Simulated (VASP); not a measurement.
Runs of VASP 6.6.1 on BiTe. The structure is that of space group R-3m (No. 166), or close to it. The cells are those of the table. 

```tsv
cell	gap on the mesh (eV)	pressure (GPa)
a = 4.200 Å, angles 70.0°, 2 atoms	none	(a)
a = 4.269 Å, angles 68.9°, 2 atoms	none	1.3
a = 4.127 Å, angles 71.4°, 2 atoms	none	4.5
a = 4.055 Å, angles 72.8°, 2 atoms	none	(b)
a = 4.399 Å, angles 67.1°, 2 atoms	none	-1.2
```

Alike in all rows: task single point; level PBE; potentials or basis VASP PAW PBE potentials, release 64 (Bi_d, Te); no spin polarisation; k mesh 12 × 12 × 12; cutoff (eV) 520; smearing gaussian 0.1 eV.

Problem. Fill in the values left out.

Solution. (a) 2.8; (b) 6.4.

Caveats: spin-orbit coupling is left out, which moves the levels of the heavy elements; the cell stands under pressure (at least some runs).

A k mesh can miss the band edges, and the runs leave out spin-orbit coupling on Bi, Te.

A gap of «none» marks levels without a gap at the run's occupations.
